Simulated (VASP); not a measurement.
# Cu in VASP: single point with LDA

Aim: the single point of Cu with LDA.

Everything below comes from runs of VASP 6.6.1. Logs are shortened: lines on timing, memory, paths and dates and some standing lists are left out, and cuts for length are marked.

**1. The cell of the first run**

The cell holds a slab with vacuum, 28 atoms: a = 7.467 Å, b = 7.467 Å, c = 15.520 Å, α = 90.00°, β = 90.00°, γ = 90.00°.

**2. Single point, LDA**

The input, INCAR:

```
SYSTEM = Cu
ALGO = Normal
EDIFF = 1E-6
ENCUT = 520
ISIF = 2
ISMEAR = 0
LASPH = .True.
LCHARG = .True.
LELF = .True.
LREAL = Auto
LVHAR = .True.
LWAVE = .False.
NBANDS = 174
NELM = 100
PREC = Accurate
SIGMA = 0.1
```

The input, KPOINTS:

```
k-points
0
Gamma
  3 3 1
  0 0 0
```

The input, POSCAR:

```
Cu
1.0
    7.4670476093      0.0000000000      0.0000000000
    0.0000000000      7.4670476093      0.0000000000
    0.0000000000      0.0000000000     15.5200000000
Cu
28
Direct
    0.0000000000      0.0000000000      0.3865979381
    0.3333333508      0.0000000000      0.3865979381
    0.6666667015      0.0000000000      0.3865979381
    0.0000000000      0.3333333508      0.3865979381
    0.3333333508      0.3333333508      0.3865979381
    0.6666667015      0.3333333508      0.3865979381
    0.0000000000      0.6666667015      0.3865979381
    0.3333333508      0.6666667015      0.3865979381
    0.6666667015      0.6666667015      0.3865979381
    0.1666893082      0.1666779248      0.4967073454
    0.4991356953      0.1666681485      0.4964697809
    0.8342543567      0.1666676128      0.4964839562
    0.1666696217      0.4991217674      0.4964735180
    0.4995533972      0.4995571470      0.4963471005
    0.8337865681      0.4995365230      0.4963617912
    0.1666690860      0.8342398932      0.4964806701
    0.4995426834      0.8337798720      0.4963544459
    0.8337955409      0.8337986211      0.4963692655
   -0.0034653589     -0.0034687070      0.6085849227
    0.3368386184     -0.0034968305      0.6085588918
    0.6666782188      0.0007333554      0.6065902706
   -0.0034759387      0.3368183962      0.6085717784
    0.3368623225      0.3368596441      0.6085456186
    0.6666839775      0.3326265118      0.6065908505
    0.0007476851      0.6666709870      0.6065905928
    0.3326391005      0.6666767457      0.6065920103
    0.6666831739      0.6666748708      0.6053259665
    0.1667821159      0.1667230564      0.7047524485
```

Potentials or basis: VASP PAW LDA potentials, release 64 (Cu).

Command:

```sh
$ cat potpaw_LDA.64/Cu/POTCAR > POTCAR
$ mpirun -np 1 vasp_std > vasp.out
```

OUTCAR:

```text
SYSTEM = Cu
   EDIFF = 1E-6
   ENCUT = 520
   ISIF = 2
   ISMEAR = 0
   LASPH = .True.
   LREAL = Auto
   NELM = 100
   PREC = Accurate

 ion  position               nearest neighbor table
   1  0.000  0.000  0.387-  18 2.45  12 2.45  16 2.45  10 2.45   3 2.49   7 2.49   4 2.49   2 2.49

   2  0.333  0.000  0.387-  17 2.45  16 2.45  11 2.45  10 2.45   8 2.49   3 2.49   5 2.49   1 2.49

   3  0.667  0.000  0.387-  17 2.45  18 2.45  11 2.45  12 2.45   1 2.49   9 2.49   2 2.49   6 2.49

   4  0.000  0.333  0.387-  15 2.45  12 2.45  13 2.45  10 2.45   6 2.49   7 2.49   1 2.49   5 2.49

   5  0.333  0.333  0.387-  14 2.45  13 2.45  11 2.45  10 2.45   6 2.49   8 2.49   2 2.49   4 2.49

   6  0.667  0.333  0.387-  14 2.45  15 2.45  11 2.45  12 2.45   4 2.49   5 2.49   9 2.49   3 2.49
[... 37 lines left out ...]
  25  0.001  0.667  0.607-  16 2.45  13 2.45  18 2.46  15 2.46  22 2.46  19 2.46  26 2.48  27 2.49

  26  0.333  0.667  0.607-  16 2.45  13 2.45  17 2.46  14 2.46  23 2.46  20 2.46  25 2.48  27 2.49

  27  0.667  0.667  0.605-  18 2.44  15 2.44  17 2.44  14 2.44  26 2.49  24 2.49  21 2.49  25 2.49

  28  0.167  0.167  0.705-  23 2.34  20 2.34  22 2.34  19 2.34

  LATTYP: Found a simple tetragonal cell.
 ALAT       =     7.4670476093
 C/A-ratio  =     2.0784653871

  Lattice vectors:

 A1 = (   7.4670476093,   0.0000000000,   0.0000000000)
 A2 = (   0.0000000000,   7.4670476093,   0.0000000000)
 A3 = (   0.0000000000,   0.0000000000,  15.5200000000)

Analysis of symmetry for initial positions (statically):
=====================================================================
 Subroutine PRICEL returns:
 Original cell was already a primitive cell.

 Routine SETGRP: Setting up the symmetry group for a
 simple tetragonal supercell.

 Subroutine GETGRP returns: Found  1 space group operations
 (whereof  1 operations were pure point group operations)
 out of a pool of 16 trial point group operations.

The static configuration has the point symmetry C_1 .

Analysis of symmetry for dynamics (positions and initial velocities):
=====================================================================
 Subroutine PRICEL returns:
 Original cell was already a primitive cell.

 Routine SETGRP: Setting up the symmetry group for a
 simple tetragonal supercell.

 Subroutine GETGRP returns: Found  1 space group operations
 (whereof  1 operations were pure point group operations)
 out of a pool of 16 trial point group operations.

The dynamic configuration has the point symmetry C_1 .

 Subroutine INISYM returns: Found  1 space group operations
 (whereof  1 operations are pure point group operations),
 and found     1 'primitive' translations

----------------------------------------------------------------------------------------

                                     Primitive cell

  volume of cell :     865.3455

  direct lattice vectors                    reciprocal lattice vectors
     7.467047609  0.000000000  0.000000000     0.133921739  0.000000000  0.000000000
     0.000000000  7.467047609  0.000000000     0.000000000  0.133921739  0.000000000
     0.000000000  0.000000000 15.520000000     0.000000000  0.000000000  0.064432990

  length of vectors
     7.467047609  7.467047609 15.520000000     0.133921739  0.133921739  0.064432990

  position of ions in fractional coordinates (direct lattice)
     0.000000000  0.000000000  0.386597938
     0.333333351  0.000000000  0.386597938
     0.666666701  0.000000000  0.386597938
     0.000000000  0.333333351  0.386597938
     0.333333351  0.333333351  0.386597938
     0.666666701  0.333333351  0.386597938
[... 20 lines left out ...]
     0.666683174  0.666674871  0.605325966
     0.166782116  0.166723056  0.704752449

  ion indices of the primitive-cell ions
   primitive index   ion index
                 1           1
                 2           2
                 3           3
                 4           4
                 5           5
                 6           6
[... 20 lines left out ...]
                27          27
                28          28

----------------------------------------------------------------------------------------

 KPOINTS: k-points

Automatic generation of k-mesh.
 Grid dimensions read from file:
 generate k-points for:    3    3    1

 Generating k-lattice:

  Cartesian coordinates                     Fractional coordinates (reciprocal lattice)
     0.044640580  0.000000000  0.000000000     0.333333333  0.000000000  0.000000000
     0.000000000  0.044640580  0.000000000     0.000000000  0.333333333  0.000000000
     0.000000000  0.000000000  0.064432990     0.000000000  0.000000000  1.000000000

  Length of vectors
     0.044640580  0.044640580  0.064432990

  Shift w.r.t. Gamma in fractional coordinates (k-lattice)
     0.000000000  0.000000000  0.000000000

 Subroutine IBZKPT returns following result:
 ===========================================

 Found      5 irreducible k-points:

 Following reciprocal coordinates:
            Coordinates               Weight
  0.000000  0.000000  0.000000      1.000000
  0.333333  0.000000  0.000000      2.000000
  0.000000  0.333333  0.000000      2.000000
  0.333333  0.333333  0.000000      2.000000
 -0.333333  0.333333  0.000000      2.000000
   k-points           NKPTS =      5   k-points in BZ     NKDIM =      5   number of bands    NBANDS=    174
   number of dos      NEDOS =    301   number of ions     NIONS =     28
   total plane-waves  NPLWV = 376320
   dimension x,y,z NGX =    56 NGY =   56 NGZ =  120
   dimension x,y,z NGXF=   112 NGYF=  112 NGZF=  240
   ions per type =              28
   NGX,Y,Z   is equivalent  to a cutoff of  12.47, 12.47, 12.85 a.u.
   NGXF,Y,Z  is equivalent  to a cutoff of  24.94, 24.94, 25.71 a.u.
 SYSTEM =  Cu
   PREC   = accura    normal or accurate (medium, high low for compatibility)
   ISTART =      0    job   : 0-new  1-cont  2-samecut
   ICHARG =      2    charge: 1-file 2-atom 10-const
   ISPIN  =      1    spin polarized calculation?
   LNONCOLLINEAR =      F non collinear calculations
   LSORBIT =      F    spin-orbit coupling
   LASPH  =      T    aspherical Exc in radial PAW
   ENCUT  =  520.0 eV  38.22 Ry    6.18 a.u.  13.88 13.88 28.86*2*pi/ulx,y,z
   NELM   =    100;   NELMIN=  2; NELMDL= -5     # of ELM steps
   EDIFF  = 0.1E-05   stopping-criterion for ELM
   LREAL  =      T    real-space projection
   EDIFFG = 0.1E-04   stopping-criterion for IOM
   NSW    =      0    number of steps for IOM
[... 5 lines left out ...]
   TEBEG  =    0.0;   TEEND  =   0.0 temperature during run
   PSTRESS=    0.0 pullay stress
   NELECT =     308.0000    total number of electrons
   NUPDOWN=      -1.0000    fix difference up-down
   EMIN   =  10.00;   EMAX   =-10.00  energy-range for DOS
   EFERMI =   0.00;   METHOD = LEGACY
   ISMEAR =     0;   SIGMA  =   0.10  broadening in eV -4-tet -1-fermi 0-gaus
   EFERMI_NEDOS =   21; number of points for ismear=-14 and -15
   IALGO  =     38    algorithm
   IMIX   =      4    mixing-type and parameters
     AMIX     =   0.40;   BMIX     =  1.00
     AMIX_MAG =   1.60;   BMIX_MAG =  1.00
  volume/ion in A,a.u.               =      30.91       208.56
  Fermi-wavevector in a.u.,A,eV,Ry     =   1.160188  2.192438 18.313950  1.346037
  Thomas-Fermi vector in A             =   2.296774
   LORBIT       =      0    0 simple, 1 ext, 2 COOP (PROOUT), +10 PAW based schemes
   GGA     = CA    functional components
   LHFCALC =     F    Hartree Fock is set to
   AEXX    =    0.0000 exact exchange contribution
   IVDW    =     0    specifies the selected vdW correction
   LEPSILON=     F    determine dielectric tensor
   LRPA    =     F    only Hartree local field effects (RPA)
 non-spin polarized calculation
 Gauss-broadening in eV      SIGMA  =   0.10
  energy-cutoff  :      520.00
  volume of cell :      865.35
 maximum number of plane-waves:     23346
   NGX = 27   NGY = 27   NGZ = 57

 number of electron     307.9999892 magnetization

 Free energy of the ion-electron system (eV)
  ---------------------------------------------------
  ext. energy  EPLUGINS =         0.00000000
  ---------------------------------------------------
  free energy    TOTEN  =      -117.44788417 eV

  energy without entropy =     -117.41999190  energy(sigma->0) =     -117.43393804

 E-fermi :  -0.1025     XC(G=0):  -6.0983

 val. band max:       -0.1550941479   @ k =   0.0000   0.3333   0.0000
 cond. band min:       0.0583581468   @ k =   0.3333   0.3333   0.0000
 fundamental gap:      0.2134522946
 Fermi energy:        -0.1024880066

 k-point     1 :       0.0000    0.0000    0.0000
  band No.  band energies     occupation
      1      -9.0924      2.00000
      2      -6.7080      2.00000
      3      -6.6726      2.00000
      4      -6.6725      2.00000
      5      -6.6407      2.00000
      6      -6.4783      2.00000
[... 158 lines left out ...]
    165       2.8781      0.00000
    166       3.6041      0.00000

 k-point     2 :       0.3333    0.0000    0.0000
  band No.  band energies     occupation
      1      -8.7867      2.00000
      2      -7.9148      2.00000
      3      -6.4340      2.00000
      4      -6.4236      2.00000
      5      -6.2423      2.00000
      6      -5.8000      2.00000
[... 158 lines left out ...]
    165       2.8437      0.00000
    166       2.8965      0.00000

 k-point     3 :       0.0000    0.3333    0.0000
  band No.  band energies     occupation
      1      -8.7867      2.00000
      2      -7.9148      2.00000
      3      -6.4340      2.00000
      4      -6.4236      2.00000
      5      -6.2423      2.00000
      6      -5.8000      2.00000
[... 158 lines left out ...]
    165       2.8437      0.00000
    166       2.8965      0.00000

 k-point     4 :       0.3333    0.3333    0.0000
  band No.  band energies     occupation
      1      -8.4851      2.00000
      2      -7.6446      2.00000
      3      -7.6126      2.00000
      4      -6.8380      2.00000
      5      -6.0107      2.00000
      6      -5.4319      2.00000
[... 158 lines left out ...]
    165       2.0304      0.00000
    166       2.0502      0.00000

 k-point     5 :      -0.3333    0.3333    0.0000
  band No.  band energies     occupation
      1      -8.4851      2.00000
      2      -7.6446      2.00000
      3      -7.6126      2.00000
      4      -6.8380      2.00000
      5      -6.0107      2.00000
      6      -5.4319      2.00000
[... 158 lines left out ...]
    165       2.0304      0.00000
    166       2.0502      0.00000
 [bands above 166 left out]

------------------------ aborting loop because EDIFF is reached ----------------------------------------

  FORCE on cell =-STRESS in cart. coord.  units (eV):
  Direction    XX          YY          ZZ          XY          YZ          ZX
  --------------------------------------------------------------------------------------
  -------------------------------------------------------------------------------------
  Total      -10.3439010    -10.3436637      0.6632288      0.0017361     -0.0023349     -0.0065906
  in kB      -19.1516139    -19.1511746      1.2279606      0.0032144     -0.0043231     -0.0122025
  external PRESSURE =     -12.3582760 kB  Pullay stress =       0.0000000 kB

 VOLUME and BASIS-vectors are now :
 -----------------------------------------------------------------------------
  energy-cutoff  :      520.00
  volume of cell :      865.35
      direct lattice vectors                 reciprocal lattice vectors
     7.467047609  0.000000000  0.000000000     0.133921739  0.000000000  0.000000000
     0.000000000  7.467047609  0.000000000     0.000000000  0.133921739  0.000000000
     0.000000000  0.000000000 15.520000000     0.000000000  0.000000000  0.064432990

 POSITION                                       TOTAL-FORCE (eV/Angst)
 -----------------------------------------------------------------------------------
      0.00000      0.00000      6.00000        -0.015668     -0.015728      0.009799
      2.48902      0.00000      6.00000         0.013958     -0.015662      0.010159
      4.97803      0.00000      6.00000         0.001072     -0.005457     -0.056317
      0.00000      2.48902      6.00000        -0.015636      0.013913      0.010298
      2.48902      2.48902      6.00000         0.013661      0.013583      0.008092
      4.97803      2.48902      6.00000         0.001352      0.002981     -0.058671
[... 20 lines left out ...]
      4.97815      4.97809      9.39466         0.000147      0.000240      0.029904
      1.24537      1.24493     10.93776        -0.000194      0.000506      0.058883
 -----------------------------------------------------------------------------------
    total drift:                                0.013193      0.013277      0.002651

  FREE ENERGIE OF THE ION-ELECTRON SYSTEM (eV)
  ---------------------------------------------------
  free  energy   TOTEN  =      -117.4478841721 eV

  energy  without entropy=     -117.4199918999  energy(sigma->0) =     -117.43393804
```

Wall time 27 min (1 thread of Intel Xeon Platinum 8559C (Emerald Rapids), shared host); peak memory 0.79 GiB.

What came out:

```
Free energy            : -117.4479 eV
Largest force          : 0.059 eV/Å
Band gap on the k mesh : zero (bands 154 and 155 overlap by 1.08 eV)
```

Forces on the atoms (eV/Å):
```
Cu  -0.016 -0.016  0.010
Cu   0.014 -0.016  0.010
Cu   0.001 -0.005 -0.056
Cu  -0.016  0.014  0.010
Cu   0.014  0.014  0.008
Cu   0.001  0.003 -0.059
Cu  -0.006  0.001 -0.056
Cu   0.003  0.001 -0.059
Cu   0.001  0.001 -0.040
Cu   0.000  0.001  0.016
Cu  -0.004  0.000 -0.009
Cu   0.003  0.001 -0.009
Cu   0.000 -0.004 -0.010
Cu   0.000 -0.001 -0.006
Cu  -0.001  0.001 -0.006
Cu   0.001  0.003 -0.009
Cu   0.001  0.000 -0.005
Cu  -0.001 -0.002 -0.005
Cu  -0.014 -0.014  0.020
Cu   0.017 -0.013  0.020
Cu   0.000 -0.003  0.027
Cu  -0.014  0.017  0.020
Cu   0.016  0.016  0.020
Cu   0.000  0.002  0.026
Cu  -0.004  0.000  0.027
Cu   0.002  0.000  0.026
Cu   0.000  0.000  0.030
Cu   0.000  0.001  0.059
```

Levels at points of the mesh, in eV from the Fermi level:
| k point | band 152 | band 153 | band 154 | band 155 | band 156 | band 157 | band 158 | band 159 |
| --- | --- | --- | --- | --- | --- | --- | --- | --- |
| (0.00, 0.00, 0.00) | -0.99 | -0.97 | -0.92 | -0.92 | 0.43 | 1.07 | 1.07 | 1.22 |

Caveat: there is no dipole correction, which matters where the two faces differ.

The gap in the log of VASP goes by the Fermi energy; the results here count the filled bands.